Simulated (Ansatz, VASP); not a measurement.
**SiB2 in VASP and in Ansatz**

```xyz
3
Lattice="-1.5667 1.5667 3.8771 1.5667 -1.5667 3.8771 1.5667 1.5667 -3.8771" Properties=species:S:1:pos:R:3 pbc="T T T"
Si    0.0000    1.5667    1.9386
B     0.0000    0.0000    2.9458
B     0.0000    0.0000    4.8084
```

Alike in both runs: task single point; functional PBE; k mesh 8 × 8 × 8; occupations gaussian, width 0.1 eV; no spin polarisation.

|  | VASP | Ansatz |
| --- | --- | --- |
| version | VASP 6.6.1 | Ansatz 0.2.0 |
| potentials or method | VASP PAW PBE potentials, release 64 (Si, B), cutoff 520 eV | scalar-relativistic, plane waves, PAW |
| valence electrons in the cell | 10 | 10 |

Ansatz gave:

```
gap on the k mesh at the Fermi level (eV)                     : none
pressure (GPa)                                                : 21.9
traceless stress, the component that is largest in VASP (GPa) : -28.55
rms of the force components (eV/Å)                            : 2.031
```

Q: Estimate VASP's values.

A: gap on the k mesh at the Fermi level (eV): none; pressure (GPa): 21.8; traceless stress, the component that is largest in VASP (GPa): -28.58; rms of the force components (eV/Å): 2.030.

Atom by atom the forces differ by 0.002 eV/Å (rms over components). A gap of «none» marks a metal or a gap that the smearing closes. With one functional, cell and mesh, what is left measures potentials, basis and numerics.
